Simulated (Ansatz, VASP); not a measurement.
Two plane-wave programs on Ge2Bi2S

```
Ge Bi S
1.0
     4.64533    0.00000    0.00000
    -2.32267    4.02298    0.00000
     0.00000    0.00000    7.25281
Ge Bi S
2 2 1
Direct
  0.33333 0.66667 0.62640
  0.66667 0.33333 0.37360
  0.33333 0.66667 0.10265
  0.66667 0.33333 0.89735
  0.00000 0.00000 0.00000
```

Alike in both runs: task single point; functional PBE; k mesh 6 × 6 × 4; occupations gaussian, width 0.1 eV; no spin polarisation.

```csv
,VASP,Ansatz
version,VASP 6.6.1,Ansatz 0.2.0
potentials or method,"VASP PAW PBE potentials, release 64 (Ge_d, Bi_d, S), cutoff 520 eV","scalar-relativistic, plane waves, PAW"
valence electrons in the cell,64,64
```

```tsv
	VASP	Ansatz	Ansatz less VASP
gap on the k mesh at the Fermi level (eV)	none	none	-
pressure (GPa)	5.0	5.1	+0.03
traceless stress, the component that is largest in VASP (GPa)	-7.33	-7.33	+0.006
rms of the force components (eV/Å)	0.950	0.950	+0.0001
```

Atom by atom the forces differ by 0.000 eV/Å (rms over components). A gap of «none» marks a metal or a gap that the smearing closes. With one functional, cell and mesh, what is left measures potentials, basis and numerics.

Spin-orbit coupling is off throughout.
